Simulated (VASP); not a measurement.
A run of VASP 6.6.1:

Contents of INCAR:

```
PREC     = Accurate       # precision mode
ENCUT    = 520            # plane-wave cutoff, eV
EDIFF    = 1E-7           # SCF threshold, eV
ISMEAR   = -1             # smearing method
SIGMA    = 0.02           # smearing width, eV
LREAL    = Auto         
LASPH    = True           # aspherical terms in the spheres
NELM     = 100            # most SCF steps
ALGO     = Normal         # electronic algorithm
ISIF     = 2              # what is computed and relaxed
LWAVE    = False          # write WAVECAR
LCHARG   = False          # write CHGCAR
GGA      = PS             # functional
NBANDS   = 72             # bands
```

KPOINTS

```
Automatic mesh
0
Gamma
  1 1 1
```

The input POSCAR:

```
H22CO12
1.0
    7.7854430000      0.0000000000      0.0000000000
    0.0000000000      7.7854430000      0.0000000000
    0.0000000000      0.0000000000      7.7854430000
O H C
12 22 1
Direct
    0.4711099934      0.2765931239      0.5980006533
    0.6217372602      0.4030727603      0.2709543953
    0.6511639736      0.8240250426      0.4646620623
    0.1087157147      0.4171760040      1.0938362788
    0.4763762319      0.6792420162      0.8006866148
    0.1062624182      0.2318814742      0.4840058555
    1.0380912172      0.0191125926      0.1615579229
    0.8419302537      0.2591246253      0.9580443913
    0.3766645007      1.1608716421      0.1234098047
    0.7722617711      0.0998530206      0.6726014178
    0.0397665232      0.5745080916      0.5316717366
    0.2915954815      0.6821962475      0.4516120663
    0.3633704595      0.2549116344      0.5586066201
    0.5297707529      0.3027958717      0.4821819388
    0.5909233424      0.5266366988      0.2913771252
    0.5630636561      0.3272774587      0.1952233161
    0.6755684937      0.7981434069      0.3418431039
    0.6149039945      0.7297208393      0.5376187328
    0.1534402089      0.5213833047      1.1366341003
    0.1779474848      0.3134953271      1.1031742189
    0.5116985636      0.5549459421      0.8365098813
    0.3852959941      0.6435600389      0.7207810782
    0.0391242990      0.1676975864      0.5643866380
    0.0585323147      0.2317787183      0.3624713456
    0.9758468465      0.1205326402      0.0992878633
    1.0960969080     -0.0496696206      0.0610626781
    0.9173915987      0.3523884254      0.9391244660
    0.7992223435      0.1893148534      0.8589363508
    0.3743910269      1.0900471560      0.2230187800
    0.4279910597      1.0993979405      0.0266009269
    0.6465399593      0.1309238280      0.6521144654
    0.7788124581     -0.0236852290      0.6504832159
    0.1141617760      0.4736403568      0.5438354632
    0.0784669543      0.8136338549      0.3998487947
    0.1344303722      0.6937691278      0.4652143751
```

Potentials or basis: VASP PAW PBE potentials, release 64 (O, H, C).

Launch:

```bash
$ cat potpaw_PBE.64/O/POTCAR potpaw_PBE.64/H/POTCAR potpaw_PBE.64/C/POTCAR > POTCAR
$ mpirun -np 1 vasp_gam > vasp.out
```

Hardware: 1 thread of Intel(R) Xeon(R) Platinum 8259CL CPU @ 2.50GHz (Skylake/Cascade Lake) (shared host).

Q: How long does it take, and how much memory?

A: Wall time 100 s on 1 thread of Intel(R) Xeon(R) Platinum 8259CL CPU @ 2.50GHz (Skylake/Cascade Lake), with other jobs on the host, peak memory 0.46 GiB. Counts: scf iterations 19, k points 1.
